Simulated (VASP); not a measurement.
## TiC: single point with PBEsol

The system is TiC.

```xyz
2
Lattice="0.0000 2.1467 2.1467 2.1467 0.0000 2.1467 2.1467 2.1467 0.0000" Properties=species:S:1:pos:R:3 pbc="T T T"
Ti    0.0000    0.0000    0.0000
C     2.1467    2.1467    2.5217
```

This cell differs from its parent crystal: all C atoms moved +0.375 Å, as atom 2 along Cartesian [0 0 1].

```yaml
Program: VASP 6.6.1
Task: single point
Functional: PBEsol
Potentials_or_basis: VASP PAW PBE potentials, release 64 (Ti_sv, C)
Cutoff: 520 eV
k_mesh: 24 × 24 × 24
Occupations: gaussian, width 0.15 eV
Spin: no spin polarisation
```

```
Pressure               : 20.1 GPa
Largest force          : 5.489 eV/Å
Band gap on the k mesh : zero (band 8 reaches 9.69 eV, above the bottom of band 9 at 8.77 eV)
```

Forces on the atoms (eV/Å):
```
Ti   0.000  0.000  5.489
C    0.000  0.000 -5.489
```

Stress tensor (GPa, compression positive):
```
 1.36  0.00  0.00
 0.00  1.36  0.00
 0.00  0.00 57.71
```

Levels at points of the mesh, in eV from the Fermi level:
```tsv
k point	band 6	band 7	band 8	band 9	band 10	band 11
(0.00, 0.00, 0.00)	-0.95	-0.95	-0.83	0.91	2.03	4.12
(0.50, 0.00, 0.00)	-5.74	-2.73	-2.57	2.94	3.30	4.56
(0.50, 0.50, 0.00)	-2.71	-1.60	0.13	0.13	3.13	3.84
(0.00, 0.50, 0.50)	-3.33	-3.32	-0.45	2.41	3.82	3.84
```

It took 110 s on 1 thread of Intel(R) Xeon(R) 6975P-C (Granite Rapids) (shared host), peak memory 0.41 GiB.

Caveat: the cell differs from its parent crystal (all C atoms moved +0.375 Å, as atom 2 along Cartesian [0 0 1]); the PAW data sets were made with another functional, which shifts forces and pressure a little.
